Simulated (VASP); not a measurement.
# BeCdS4 (C222) in VASP: further runs, part 2 of 2

VASP 6.6.1. The steps go on from the part before.

**3. Relaxation of cell and atoms, PBE**

This run uses another cell than the first one, of 16.96 Å³/atom.

The input, INCAR:

```
SYSTEM = BeCdS4
PREC     = Accurate       ! precision mode
ENCUT    = 600            ! plane-wave cutoff, eV
EDIFF    = 1E-7           ! SCF threshold, eV
ISMEAR   = 0              ! smearing method
SIGMA    = 0.2            ! smearing width, eV
LREAL    = .FALSE.        ! projectors in reciprocal space
LASPH    = .TRUE.         ! aspherical terms in the spheres
NELM     = 80             ! most SCF steps
ALGO     = Normal         ! electronic algorithm
ISIF     = 3              ! what is computed and relaxed
LWAVE    = .FALSE.        ! write WAVECAR
LCHARG   = .FALSE.        ! write CHGCAR
GGA      = PE             ! functional
IBRION   = 2              ! ionic algorithm
NSW      = 36             ! ionic steps
EDIFFG   = -0.08          ! ionic threshold
```

The input, KPOINTS:

```
Automatic mesh
0
G
  4 4 4
  0 0 0
```

The input, POSCAR:

```
BeCdS4
1.0
    3.1730426000     -3.3174092400      0.0000000000
    3.1730426000      3.3174092400      0.0000000000
    0.0000000000      0.0000000000      4.8325814900
Be Cd S
1 1 4
Direct
    0.5000000000      0.5000000000      0.5000000000
    0.0000000000      0.0000000000      0.0000000000
    0.7410000000      0.5009999900      0.6729999800
    0.2590000000      0.4990000100      0.6729999800
    0.4990000100      0.2590000000      0.3270000200
    0.5009999900      0.7410000000      0.3270000200
```

Potentials or basis: VASP PAW PBE potentials, release 64 (Be, Cd, S).

Started as:

```bash
$ cat potpaw_PBE.64/Be/POTCAR potpaw_PBE.64/Cd/POTCAR potpaw_PBE.64/S/POTCAR > POTCAR
$ mpirun -np 1 vasp_std > vasp.out
```

OUTCAR:

```text
SYSTEM = BeCdS4
   PREC = Accurate
   ENCUT = 600
   EDIFF = 1E-7
   ISMEAR = 0
   LREAL = .FALSE.
   LASPH = .TRUE.
   NELM = 80
   ISIF = 3
   GGA = PE
   IBRION = 2
   NSW = 36
   EDIFFG = -0.08

 ion  position               nearest neighbor table
   1  0.500  0.500  0.500-   3 1.39   4 1.39   5 1.39   6 1.39
   2  0.000  0.000  0.000-   3 2.99   4 2.99   5 2.99   6 2.99   6 3.07   3 3.07   4 3.07   5 3.07

   3  0.741  0.501  0.673-   1 1.39   4 2.21   5 2.27   6 2.31   4 2.38   2 2.99   2 3.07
   4  0.259  0.499  0.673-   1 1.39   3 2.21   6 2.27   5 2.31   3 2.38   2 2.99   2 3.07
   5  0.499  0.259  0.327-   1 1.39   6 2.21   3 2.27   4 2.31   6 2.38   2 2.99   2 3.07
   6  0.501  0.741  0.327-   1 1.39   5 2.21   4 2.27   3 2.31   5 2.38   2 2.99   2 3.07

  LATTYP: Found a base centered orthorhombic cell.
 ALAT       =     6.3460852000
 B/A-ratio  =     1.0454978575
 C/A-ratio  =     0.7615059265

  Lattice vectors:

 A1 = (   3.1730426000,  -3.3174092400,   0.0000000000)
 A2 = (   3.1730426000,   3.3174092400,   0.0000000000)
 A3 = (   0.0000000000,   0.0000000000,   4.8325814900)

Analysis of symmetry for initial positions (statically):
=====================================================================
 Subroutine PRICEL returns:
 Original cell was already a primitive cell.

 Routine SETGRP: Setting up the symmetry group for a
 base centered orthorhombic supercell.

 Subroutine GETGRP returns: Found  4 space group operations
 (whereof  4 operations were pure point group operations)
 out of a pool of  8 trial point group operations.

The static configuration has the point symmetry D_2 .

Analysis of symmetry for dynamics (positions and initial velocities):
=====================================================================
 Subroutine PRICEL returns:
 Original cell was already a primitive cell.

 Routine SETGRP: Setting up the symmetry group for a
 base centered orthorhombic supercell.

 Subroutine GETGRP returns: Found  4 space group operations
 (whereof  4 operations were pure point group operations)
 out of a pool of  8 trial point group operations.

The dynamic configuration has the point symmetry D_2 .

 Subroutine INISYM returns: Found  4 space group operations
 (whereof  4 operations are pure point group operations),
 and found     1 'primitive' translations

----------------------------------------------------------------------------------------

                                     Primitive cell

  volume of cell :     101.7382

  direct lattice vectors                    reciprocal lattice vectors
     3.173042600 -3.317409240  0.000000000     0.157577462 -0.150720024  0.000000000
     3.173042600  3.317409240  0.000000000     0.157577462  0.150720024  0.000000000
     0.000000000  0.000000000  4.832581490     0.000000000  0.000000000  0.206928740

  length of vectors
     4.590577677  4.590577677  4.832581490     0.218053164  0.218053164  0.206928740

  position of ions in fractional coordinates (direct lattice)
     0.500000000  0.500000000  0.500000000
     0.000000000  0.000000000  0.000000000
     0.741000000  0.500999990  0.672999980
     0.259000000  0.499000010  0.672999980
     0.499000010  0.259000000  0.327000020
     0.500999990  0.741000000  0.327000020

[... 60 lines left out ...]
   total plane-waves  NPLWV =  64000
   dimension x,y,z NGX =    40 NGY =   40 NGZ =   40
   dimension x,y,z NGXF=    80 NGYF=   80 NGZF=   80
   ions per type =               1   1   4
   NGX,Y,Z   is equivalent  to a cutoff of  14.49, 14.49, 13.76 a.u.
   NGXF,Y,Z  is equivalent  to a cutoff of  28.97, 28.97, 27.52 a.u.
 SYSTEM =  BeCdS4
   PREC   = accura    normal or accurate (medium, high low for compatibility)
   ISTART =      0    job   : 0-new  1-cont  2-samecut
   ICHARG =      2    charge: 1-file 2-atom 10-const
   ISPIN  =      1    spin polarized calculation?
   LNONCOLLINEAR =      F non collinear calculations
   LSORBIT =      F    spin-orbit coupling
   LASPH  =      T    aspherical Exc in radial PAW
   ENCUT  =  600.0 eV  44.10 Ry    6.64 a.u.   9.17  9.17  9.65*2*pi/ulx,y,z
   NELM   =     80;   NELMIN=  2; NELMDL= -5     # of ELM steps
   EDIFF  = 0.1E-06   stopping-criterion for ELM
   LREAL  =      F    real-space projection
   EDIFFG = -.8E-01   stopping-criterion for IOM
   NSW    =     36    number of steps for IOM
   IBRION =      2    ionic relax: 0-MD 1-quasi-New 2-CG
   NFREE  =      1    steps in history (QN), initial steepest desc. (CG)
   ISIF   =      3    stress and relaxation
   ISYM   =      2    0-nonsym 1-usesym 2-fastsym
   POTIM  = 0.5000    time-step for ionic-motion
   TEBEG  =    0.0;   TEEND  =   0.0 temperature during run
   PSTRESS=    0.0 pullay stress
   NELECT =      38.0000    total number of electrons
   NUPDOWN=      -1.0000    fix difference up-down
   EMIN   =  10.00;   EMAX   =-10.00  energy-range for DOS
   EFERMI =   0.00;   METHOD = LEGACY
   ISMEAR =     0;   SIGMA  =   0.20  broadening in eV -4-tet -1-fermi 0-gaus
   EFERMI_NEDOS =   21; number of points for ismear=-14 and -15
   IALGO  =     38    algorithm
   IMIX   =      4    mixing-type and parameters
     AMIX     =   0.40;   BMIX     =  1.00
     AMIX_MAG =   1.60;   BMIX_MAG =  1.00
  volume/ion in A,a.u.               =      16.96       114.43
  Fermi-wavevector in a.u.,A,eV,Ry     =   1.178984  2.227957 18.912149  1.390004
  Thomas-Fermi vector in A             =   2.315303
   LORBIT       =      0    0 simple, 1 ext, 2 COOP (PROOUT), +10 PAW based schemes
   GGA     = PE    functional components
   LHFCALC =     F    Hartree Fock is set to
   AEXX    =    0.0000 exact exchange contribution
   IVDW    =     0    specifies the selected vdW correction
   LEPSILON=     F    determine dielectric tensor
   LRPA    =     F    only Hartree local field effects (RPA)
 conjugate gradient relaxation of ions
 non-spin polarized calculation
 Gauss-broadening in eV      SIGMA  =   0.20
  energy-cutoff  :      600.00
  volume of cell :      101.74
 maximum number of plane-waves:      3416
 NGX is ok and might be reduce to    40
   NGX = 19   NGY = 19   NGZ = 19

--------------------------------------- Ionic step        1  -------------------------------------------

 number of electron      37.9999993 magnetization

 Free energy of the ion-electron system (eV)
  ---------------------------------------------------
  ext. energy  EPLUGINS =         0.00000000
  ---------------------------------------------------
  free energy    TOTEN  =         2.99902651 eV

  energy without entropy =        3.04279686  energy(sigma->0) =        3.02091168

------------------------ aborting loop because EDIFF is reached ----------------------------------------

  FORCE on cell =-STRESS in cart. coord.  units (eV):
  Direction    XX          YY          ZZ          XY          YZ          ZX
  --------------------------------------------------------------------------------------
  -------------------------------------------------------------------------------------
  Total       44.4877402     48.9872354     62.6882342      0.0000000      0.0000000      0.0000000
  in kB      700.5946129    771.4528336    987.2166803      0.0000000      0.0000000      0.0000000
  external PRESSURE =     819.7547090 kB  Pullay stress =       0.0000000 kB
[... 581 lines left out ...]
     22       0.6883      0.00000
     23       0.6938      0.00000

------------------------ aborting loop EDIFF was not reached (unconverged)  ----------------------------

  FORCE on cell =-STRESS in cart. coord.  units (eV):
  Direction    XX          YY          ZZ          XY          YZ          ZX
  --------------------------------------------------------------------------------------
  -------------------------------------------------------------------------------------
  Total      823.4928060   1070.2457193    -43.1277863      0.0000000      0.0000000      0.0000000
  in kB     4556.1423263   5921.3532722   -238.6132958      0.0000000      0.0000000      0.0000000
  external PRESSURE =    3412.9607675 kB  Pullay stress =       0.0000000 kB
[... 617 lines left out ...]
     22       7.2636      0.00000
     23       9.9099      0.00000

[... ionic steps 4 to 23 ...]

--------------------------------------- Ionic step       24  -------------------------------------------

 number of electron      38.0000007 magnetization

------------------------ aborting loop because EDIFF is reached ----------------------------------------
[... 75 lines left out ...]
--------------------------------------- Ionic step       26  -------------------------------------------

 number of electron      37.9999992 magnetization

 Free energy of the ion-electron system (eV)
  ---------------------------------------------------
  ext. energy  EPLUGINS =         0.00000000
  ---------------------------------------------------
  free energy    TOTEN  =       -22.51360588 eV

  energy without entropy =      -22.51358700  energy(sigma->0) =      -22.51359644

 E-fermi :   2.5989     XC(G=0):  -8.5725

 val. band max:        2.0754173874   @ k =   0.5000   0.0000   0.5000
 cond. band min:       3.0854799402   @ k =   0.5000   0.5000   0.5000
 fundamental gap:      1.0100625528
 Fermi energy:         2.5988851661
[... 577 lines left out ...]
  FREE ENERGIE OF THE ION-ELECTRON SYSTEM (eV)
  ---------------------------------------------------
  free  energy   TOTEN  =       -22.5136058790 eV

  energy  without entropy=      -22.5135869955  energy(sigma->0) =      -22.51359644

 reached required accuracy - stopping structural energy minimisation
```

Run time: 11 min. Hardware: 1 thread of Intel Xeon 6975P-C (Granite Rapids), shared host; peak memory 0.29 GiB.

What came out:

```yaml
Free_energy: -22.5136 eV
Relaxed_volume: 23.04 Å³/atom
Relaxed_cell: a = 4.937 Å, b = 4.937 Å, c = 6.321 Å, α = 90.00°, β = 90.00°, γ = 116.20°
Space_group_after_relaxing_to_0.1_Å: C222 (No. 21)
Pressure_after_relaxing: 0.1 GPa
Largest_force_after_relaxing: 0.075 eV/Å
Band_gap_on_the_k_mesh: 1.01 eV (least direct gap 1.03 eV)
```

Forces in eV/Å, atoms in the order of the input:
```
Be   0.000  0.000  0.000
Cd   0.000  0.000  0.000
S   -0.061  0.019 -0.039
S    0.061 -0.019 -0.039
S    0.061  0.019  0.039
S   -0.061 -0.019  0.039
```

Final structure:
```
Be Cd S
1.0
     2.60893   -4.19167    0.00000
     2.60893    4.19167    0.00000
     0.00000    0.00000    6.32120
Be Cd S
1 1 4
Direct
  0.50000 0.50000 0.50000
  0.00000 0.00000 0.00000
  0.82082 0.55967 0.73866
  0.17918 0.44033 0.73866
  0.44033 0.17918 0.26134
  0.55967 0.82082 0.26134
```

Levels at points of the mesh, in eV from the valence-band top:
| k point | band 15 | band 16 | band 17 | band 18 | band 19 | band 20 | band 21 | band 22 | band 23 |
| --- | --- | --- | --- | --- | --- | --- | --- | --- | --- |
| (0.00, 0.00, 0.00) | -2.48 | -1.76 | -1.25 | -0.88 | -0.81 | 2.32 | 3.03 | 3.06 | 4.69 |
| (0.50, 0.00, 0.00) | -2.98 | -1.30 | -1.21 | -0.92 | -0.07 | 1.51 | 3.41 | 4.18 | 4.66 |
| (0.50, 0.50, 0.00) | -2.86 | -2.66 | -0.52 | -0.27 | -0.17 | 1.13 | 1.35 | 2.92 | 3.33 |
| (0.00, 0.00, 0.50) | -2.68 | -1.35 | -1.29 | -1.15 | -0.73 | 3.44 | 3.48 | 3.67 | 4.63 |
| (0.50, 0.00, 0.50) | -2.70 | -1.68 | -1.61 | -0.07 | 0.00 | 1.46 | 2.32 | 3.81 | 4.23 |
| (0.50, 0.50, 0.50) | -2.64 | -1.95 | -1.55 | -0.13 | -0.02 | 1.01 | 1.65 | 3.90 | 4.35 |

Caveat: the volume moved by over 15 % at a fixed basis, so the end points are rough; the relaxation stopped at a loose force limit of 0.08 eV/Å, so its end isn't a converged minimum. A k mesh can miss the band edges.
